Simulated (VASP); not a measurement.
Wanted: the native input for a VASP 6.6.1 run.

| Property | Result |
| --- | --- |
| Task | single point |
| Functional | PBE |
| Potentials or basis | VASP PAW PBE potentials, release 64 (Tm_3, H, W_sv), 4f in core |
| Cutoff | 500 eV |
| k mesh | 6 × 6 × 4 |
| Occupations | gaussian, width 0.1 eV |
| Spin | no spin polarisation |
| Dipole correction | no |
| Mended | yes |
| Further INCAR settings | ALGO = Normal; EDIFF = 1e-06; NBANDS = 20 |

The structure of TmH2W lies in POSCAR:

```
TmH2W
1.0
    3.3952116200      0.0000000000      0.0000000000
   -1.6976058100      2.9403395200      0.0000000000
    0.0000000000      0.0000000000      5.9687319300
Tm H W
1 2 1
Direct
    0.0000000000      0.0000000000      0.5000000000
    0.3333333300      0.6666666700      0.0000000000
    0.6666666700      0.3333333300      0.0000000000
    0.0000000000      0.0000000000      0.0000000000
```

The cell was built from a structure type or drawn by symmetry, and may not be a known phase.

One way to write it, as run:

INCAR

```
PREC = Accurate ; ENCUT = 500
EDIFF = 1E-6 ; ISMEAR = 0
SIGMA = 0.1 ; LREAL = F
LASPH = T ; NELM = 200
ALGO = Normal ; ISIF = 2
LWAVE = F ; LCHARG = F
GGA = PE ; NBANDS = 20
GGA_COMPAT = F ; LMAXMIX = 6
```

KPOINTS

```
regular mesh
0
Gamma
  6 6 4
```

Potentials or basis: VASP PAW PBE potentials, release 64 (Tm_3, H, W_sv), 4f in core.

The run is started by

```bash
$ cat potpaw_PBE.64/Tm_3/POTCAR potpaw_PBE.64/H/POTCAR potpaw_PBE.64/W_sv/POTCAR > POTCAR
$ mpirun -np 1 vasp_std > vasp.out
```

Results of the run:

```
Pressure               : -8.8 GPa
Band gap on the k mesh : zero (an odd number of electrons rules out a gap without spin polarisation)
```

Caveat: the cell stands under tension; spin-orbit coupling is left out, which moves the levels of the heavy elements; the 4f electrons are frozen in the core, so they carry no moment and show no levels.

Wall time 16 s on 1 thread of Intel(R) Xeon(R) 6975P-C (Granite Rapids), with other jobs on the host, peak memory 0.2 GiB.
